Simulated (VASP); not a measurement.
PbO:

```
CELL_PARAMETERS angstrom
4.30442 0.00000 0.00000
-2.15221 3.72773 0.00000
0.00000 0.00000 5.33305
ATOMIC_POSITIONS crystal
Pb 0.33333 0.66667 0.25000
Pb 0.66667 0.33333 0.75000
O 0.66667 0.33333 0.25000
O 0.33333 0.66667 0.75000
```

```yaml
Program: VASP 6.6.1
Task: relaxation of cell and atoms
Functional: r2SCAN
Potentials_or_basis: VASP PAW PBE potentials, release 64 (Pb_d, O)
Cutoff: 600 eV
k_mesh: 6 × 6 × 4
Occupations: fermi-dirac, width 0.02 eV
Spin: no spin polarisation
```

At the start: pressure -2.2 GPa; volume 21.39 Å³/atom.

Q: Where does the relaxation end?

A: Over 4 steps the energy falls by 4.3 meV/atom and the volume is 20.78 Å³/atom (-2.9 %); space group P6_3/mmc (No. 194, to 0.1 Å) before and after.

The path:
| step | energy change (eV) | largest force (eV/Å) | pressure (GPa) | volume (Å³) |
| --- | --- | --- | --- | --- |
| 1 | 0.0000 | 0.0000 | -2.18 | 85.57 |
| 2 | -0.0134 | 0.0000 | 1.10 | 82.02 |
| 3 | -0.0171 | 0.0000 | 0.00 | 83.12 |
| 4 | -0.0172 | 0.0000 | 0.00 | 83.12 |

Final structure:
```
CELL_PARAMETERS angstrom
4.26419 0.00000 0.00000
-2.13210 3.69290 0.00000
0.00000 0.00000 5.27815
ATOMIC_POSITIONS crystal
Pb 0.33333 0.66667 0.25000
Pb 0.66667 0.33333 0.75000
O 0.66667 0.33333 0.25000
O 0.33333 0.66667 0.75000
```

Caveat: the PAW data sets were made with another functional, which shifts forces and pressure a little.
